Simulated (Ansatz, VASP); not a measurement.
## Au2S3: VASP beside Ansatz

```
S Au
1.0
     1.84929    1.06769    7.65765
    -1.84929    1.06769    7.65765
     0.00000   -2.13537    7.65765
S Au
3 2
Direct
  0.00000 0.00000 0.00000
  0.20681 0.20681 0.20681
  0.79319 0.79319 0.79319
  0.40267 0.40267 0.40267
  0.59733 0.59733 0.59733
```

Change from the starting cell: species swapped into the Bi2Se3 type (R-3m, No. 166).

Alike in both runs: functional PBE; k mesh 4 × 4 × 4; occupations gaussian, width 0.15 eV; no spin polarisation.

Ansatz relaxed the structure, and its values are those at the end. VASP's run is a single point on that final structure, the one shown.

|  | VASP | Ansatz |
| --- | --- | --- |
| version | VASP 6.6.1 | Ansatz 0.2.0 |
| potentials or method | VASP PAW PBE potentials, release 64 (S, Au), cutoff 500 eV | scalar-relativistic, plane waves, PAW |
| valence electrons in the cell | 40 | 56 |

Ansatz gave:

| Item | Value |
| --- | --- |
| gap on the k mesh at the Fermi level (eV) | none |
| pressure (GPa) | 0.1 |
| rms of the force components (eV/Å) | 0.004 |

Question: Which values does VASP return?

Answer: gap on the k mesh at the Fermi level (eV): none; pressure (GPa): -0.2; rms of the force components (eV/Å): 0.001.

A gap of «none» marks a metal or a gap that the smearing closes. VASP's potentials hold 40 valence electrons a cell and Ansatz's 56, so a difference there can come from the potentials and not from the codes.

The k mesh is coarse, so the values compare programs but aren't converged. Spin-orbit coupling is off throughout.
